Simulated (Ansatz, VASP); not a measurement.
**One calculation of In3GaSb2N2, two programs**

```
In Ga Sb N
1.0
     4.54338   -5.89408    0.00000
     4.54338    5.89408    0.00000
     0.00000    0.00000    7.06330
In Ga Sb N
3 1 2 2
Direct
  0.00000 0.50000 0.50000
  0.50000 0.00000 0.50000
  0.50000 0.50000 0.00000
  0.00000 0.00000 0.50000
  0.67581 0.67581 0.50000
  0.32419 0.32419 0.50000
  0.50000 0.50000 0.30601
  0.50000 0.50000 0.69399
```

Alike in both runs: functional PBE; k mesh 2 × 2 × 2; occupations gaussian, width 0.15 eV; no spin polarisation.

Ansatz relaxed the structure, and its values are those at the end. VASP's run is a single point on that final structure, the one shown.

|  | VASP | Ansatz |
| --- | --- | --- |
| version | VASP 6.6.1 | Ansatz 0.2.0 |
| potentials or method | VASP PAW PBE potentials, release 64 (In_d, Ga_d, Sb, N), cutoff 520 eV | scalar-relativistic, plane waves, PAW |
| valence electrons in the cell | 72 | 92 |

|  | VASP | Ansatz | Ansatz less VASP |
| --- | --- | --- | --- |
| gap on the k mesh at the Fermi level (eV) | none | none | - |
| pressure (GPa) | 0.2 | 0.2 | -0.02 |
| rms of the force components (eV/Å) | 0.018 | 0.013 | -0.0052 |

A gap of «none» marks a metal or a gap that the smearing closes. The functional is the same, so the differences come from potentials, cutoffs and numerics. VASP's potentials hold 72 valence electrons a cell and Ansatz's 92, so a difference there can come from the potentials and not from the codes.

The k mesh is coarse, so the values compare programs but aren't converged. Neither program's run includes spin-orbit coupling.
